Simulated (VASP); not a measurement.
Input of a VASP 6.6.1 run:

INCAR

```
SYSTEM = Cu
PREC = Accurate ; ENCUT = 520
EDIFF = 1E-6 ; ISMEAR = -1
SIGMA = 0.05 ; LREAL = .False.
LASPH = .True. ; NELM = 100
ALGO = Normal ; ISIF = 2
LWAVE = .False. ; LCHARG = .False.
GGA = PS ; NBANDS = 12
```

KPOINTS

```
Automatic mesh
0
Gamma
  14 14 14
  0 0 0
```

File POSCAR:

```
Cu
1.0
   -1.4802847956      1.4802847956      1.4118392464
    1.4802847956     -1.4802847956      1.4118392464
    1.4802847956      1.4802847956     -1.4118392464
Cu
1
Direct
    0.0000000000      0.0000000000      0.0000000000
```

Potentials or basis: VASP PAW PBE potentials, release 64 (Cu).

Launch:

```console
$ cat potpaw_PBE.64/Cu/POTCAR > POTCAR
$ mpirun -np 1 vasp_std > vasp.out
```

**Question.** Estimate the pressure.

**Answer.** -10.8 GPa.

Stress tensor (GPa, compression positive):
```
-10.58   0.00   0.00
  0.00 -10.58   0.00
  0.00   0.00 -11.20
```

Caveat: the PAW data sets were made with another functional, which shifts forces and pressure a little.
